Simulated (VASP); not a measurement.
Write the native input for VASP 6.6.1 that does the following.

| Quantity | Value |
| --- | --- |
| Task | relaxation of cell and atoms |
| Functional | PBE |
| Potentials or basis | VASP PAW PBE potentials, release 64 (Be, V_sv) |
| Cutoff | 600 eV |
| k mesh | 4 × 4 × 4 |
| Occupations | gaussian, width 0.1 eV |
| Spin | collinear spin, ferromagnetic start |
| Starting moments | [0.0, 0.0, 0.0, 0.0, 0.0, 0.0, 2.0, 2.0] μB |
| Dipole correction | no |
| Further INCAR settings | ALGO = Normal; EDIFF = 1e-07; IBRION = 2; EDIFFG = -0.04; NSW = 90; ISIF = 3 |

The structure of Be3V lies in POSCAR:

```
Be3V
1.0
    0.0000000000      3.5477505730      3.5477505730
    3.5477505730      0.0000000000      3.5477505730
    3.5477505730      3.5477505730      0.0000000000
Be V
6 2
Direct
    0.6666666667      0.3333333333      0.3333333333
    0.3333333333      0.6666666667      0.6666666667
    0.6666666667      0.3333333333      0.6666666667
    0.3333333333      0.6666666667      0.3333333333
    0.6666666667      0.6666666667      0.3333333333
    0.3333333333      0.3333333333      0.6666666667
    0.2500000000      0.2500000000      0.2500000000
    0.7500000000      0.7500000000      0.7500000000
```

The cell was generated, and may not be a known phase.

One way to write it, as run:

INCAR

```
  PREC = Accurate
  ENCUT = 600
  EDIFF = 1E-7
  ISMEAR = 0
  SIGMA = 0.1
  LREAL = F
  LASPH = T
  NELM = 150
  ALGO = Normal
  ISIF = 3
  LWAVE = F
  LCHARG = F
  ISPIN = 2
  MAGMOM = 0 0 0 0 0 0 2 2
  LORBIT = 11
  LMAXMIX = 4
  GGA = PE
  IBRION = 2
  NSW = 90
  EDIFFG = -0.04
```

KPOINTS

```
Automatic mesh
0
Gamma
  4 4 4
```

Potentials or basis: VASP PAW PBE potentials, release 64 (Be, V_sv).

Launch:

```sh
$ cat potpaw_PBE.64/Be/POTCAR potpaw_PBE.64/V_sv/POTCAR > POTCAR
$ mpirun -np 1 vasp_std > vasp.out
```

It gave:

- Relaxed volume: 9.51 Å³/atom
- Relaxed cell: a = 4.756 Å, b = 4.756 Å, c = 4.756 Å, α = 60.00°, β = 60.00°, γ = 60.00°
- Space group after relaxing (to 0.1 Å): Pm-3m (No. 221)
- Energy gained by relaxing: 1398.9 meV/atom
- Ionic steps: 9
- Pressure after relaxing: 0.0 GPa
- Band gap on the k mesh: zero (filled and empty bands overlap)
- Net moment: 0.00 μB per cell
- Valence electrons inside the program's atomic spheres: Be 1.15; V 11.67

Caveat: the k points lie up to 0.40 Å⁻¹ apart in the final cell, too coarse for converged energies and pressures of a metal; the moments typed at the start vanished in this run.

Run time: 6.3 min on 1 thread of AMD EPYC 7R13 Processor (Zen 3), on a shared host, peak memory 0.27 GiB.
